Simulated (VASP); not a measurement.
Set up this calculation in VASP 6.6.1, as the native input.

- Task: single point
- Functional: PBE
- Potentials or basis: VASP PAW PBE potentials, release 64 (Na_pv, Ba_sv)
- Cutoff: 520 eV
- k mesh: 3 × 3 × 4
- Occupations: gaussian, width 0.1 eV
- Spin: no spin polarisation
- Dipole correction: no
- Further INCAR settings: ALGO = Fast; EDIFF = 1e-06; NBANDS = 41

The structure of BaNa3 lies in POSCAR:

```
BaNa3
1.0
    7.1699998539      0.0000000000      0.0000000000
   -3.5849999269      6.2094020186      0.0000000000
    0.0000000000      0.0000000000      8.3118033038
Na Ba
6 2
Direct
    0.4998739947      0.0000000000      0.2500000000
    0.0000000000      0.4998739947      0.2500000000
    0.5001260053      0.5001260053      0.2500000000
    0.5001260053      0.0000000000      0.7500000000
    0.4998739947      0.4998739947      0.7500000000
    0.0000000000      0.5001260053      0.7500000000
    0.0000000000      0.0000000000      0.0000000000
    0.0000000000      0.0000000000      0.5000000000
```

The cell was generated, and may not be a known phase.

These files were run (other wordings do the same):

INCAR

```
ALGO = Fast
EDIFF = 1E-6
ENCUT = 520
GGA = PE
ISIF = 2
ISMEAR = 0
LASPH = True
LCHARG = True
LELF = True
LREAL = False
LVHAR = True
LWAVE = False
NBANDS = 41
NELM = 60
PREC = Accurate
SIGMA = 0.1
```

KPOINTS

```
k-points
0
Gamma
  3 3 4
```

Potentials or basis: VASP PAW PBE potentials, release 64 (Na_pv, Ba_sv).

Launch:

```sh
$ cat potpaw_PBE.64/Na_pv/POTCAR potpaw_PBE.64/Ba_sv/POTCAR > POTCAR
$ mpirun -np 1 vasp_std > vasp.out
```

It gave:

```
Pressure               : 0.1 GPa
Band gap on the k mesh : zero (bands 31 and 32 overlap by 1.38 eV)
```

Caveat: spin-orbit coupling is left out, which moves the levels of the heavy elements.

It took 4.9 min on 1 thread of Intel(R) Xeon(R) Platinum 8488C (Sapphire Rapids), on a shared host, peak memory 0.48 GiB.
